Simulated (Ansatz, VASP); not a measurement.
## Ir2Cl in VASP and in Ansatz

```
Ir Cl
1.0
     0.00000    2.87393    2.87393
     2.87393    0.00000    2.87393
     2.87393    2.87393    0.00000
Ir Cl
2 1
Direct
  0.25000 0.25000 0.25000
  0.75000 0.75000 0.75000
  0.00000 0.00000 0.00000
```

Alike in both runs: functional r2SCAN; k mesh 14 × 14 × 14; occupations gaussian, width 0.1 eV; no spin polarisation.

Ansatz relaxed the structure, and its values are those at the end. VASP's run is a single point on that final structure, the one shown.

|  | VASP | Ansatz |
| --- | --- | --- |
| version | VASP 6.6.1 | Ansatz 0.2.0 |
| potentials or method | VASP PAW PBE potentials, release 64 (Ir, Cl), cutoff 520 eV | scalar-relativistic, plane waves, PAW |
| valence electrons in the cell | 25 | 41 |

```csv
,VASP,Ansatz,Ansatz less VASP
gap on the k mesh at the Fermi level (eV),none,none,-
pressure (GPa),1.4,0.0,-1.40
```

VASP's potentials were made for PBE, not for r2SCAN. A gap of «none» marks a metal or a gap that the smearing closes. VASP's potentials hold 25 valence electrons a cell and Ansatz's 41, so a difference there can come from the potentials and not from the codes.

Spin-orbit coupling is off throughout.
